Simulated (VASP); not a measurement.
A run of VASP 6.6.1 is set up as follows.

INCAR

```
SYSTEM = Cd
  PREC = Accurate
  ENCUT = 520
  EDIFF = 1E-7
  ISMEAR = 0
  SIGMA = 0.15
  LREAL = .FALSE.
  LASPH = .TRUE.
  NELM = 60
  ALGO = Fast
  ISIF = 2
  LWAVE = .FALSE.
  LCHARG = .FALSE.
  GGA = PE
  NBANDS = 19
```

The input KPOINTS:

```
regular mesh
0
G
  12 10 8
  0 0 0
```

Contents of POSCAR:

```
Cd
1.0
   -1.6623854934     -0.9597787121     -2.4088012836
   -1.6623854934      2.8793361364      0.0000000000
    3.3247709869      1.9195574243     -2.4088012836
Cd
2
Direct
    0.5000000000      0.5000000000      0.5000000000
    0.0000000000      0.0000000000      0.0000000000
```

Potentials or basis: VASP PAW PBE potentials, release 64 (Cd).

Command:

```bash
$ cat potpaw_PBE.64/Cd/POTCAR > POTCAR
$ mpirun -np 1 vasp_std > vasp.out
```

Q: Estimate the pressure.

A: 0.3 GPa.

Q: Estimate the band gap on the k mesh.

A: Zero (bands 12 and 13 overlap by 3.04 eV).

Stress tensor (GPa, compression positive):
```
 0.09 -0.28 -0.24
-0.28  0.41 -0.14
-0.24 -0.14  0.25
```
